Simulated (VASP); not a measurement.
A run of VASP 6.6.1 is set up as follows.

File INCAR:

```
SYSTEM = SrO
PREC     = Accurate       ! precision mode
ENCUT    = 520            ! plane-wave cutoff, eV
EDIFF    = 1E-6           ! SCF threshold, eV
ISMEAR   = -1             ! smearing method
SIGMA    = 0.05           ! smearing width, eV
LREAL    = .FALSE.        ! projectors in reciprocal space
LASPH    = .TRUE.         ! aspherical terms in the spheres
NELM     = 100            ! most SCF steps
ALGO     = Normal         ! electronic algorithm
ISIF     = 2              ! what is computed and relaxed
LWAVE    = .FALSE.        ! write WAVECAR
LCHARG   = .FALSE.        ! write CHGCAR
GGA      = PE             ! functional
NBANDS   = 24             ! bands
```

The input KPOINTS:

```
Automatic mesh
0
G
  7 7 5
  0 0 0
```

The input POSCAR:

```
SrO
1.0
    4.3317288527      0.0000000000      0.0000000000
   -2.1658644264      3.7513872287      0.0000000000
    0.0000000000      0.0000000000      5.2234395464
Sr O
2 2
Direct
    0.6666666667      0.3333333333      0.4381277000
    0.3333333333      0.6666666667      0.9381277000
    0.6666666667      0.3333333333      0.9368723000
    0.3333333333      0.6666666667      0.4368723000
```

Potentials or basis: VASP PAW PBE potentials, release 64 (Sr_sv, O).

Command:

```sh
$ cat potpaw_PBE.64/Sr_sv/POTCAR potpaw_PBE.64/O/POTCAR > POTCAR
$ mpirun -np 1 vasp_std > vasp.out
```

Problem. Estimate the largest force.

Solution. 0.011 eV/Å.

Problem. Predict the band gap on the k mesh.

Solution. 2.51 eV, direct.

Forces on the atoms (eV/Å):
```
Sr   0.000  0.000 -0.011
Sr   0.000  0.000 -0.011
O    0.000  0.000  0.011
O    0.000  0.000  0.011
```

A k mesh can miss the band edges. Expect the measured gap to be larger: semilocal functionals such as PBE lack the derivative discontinuity.
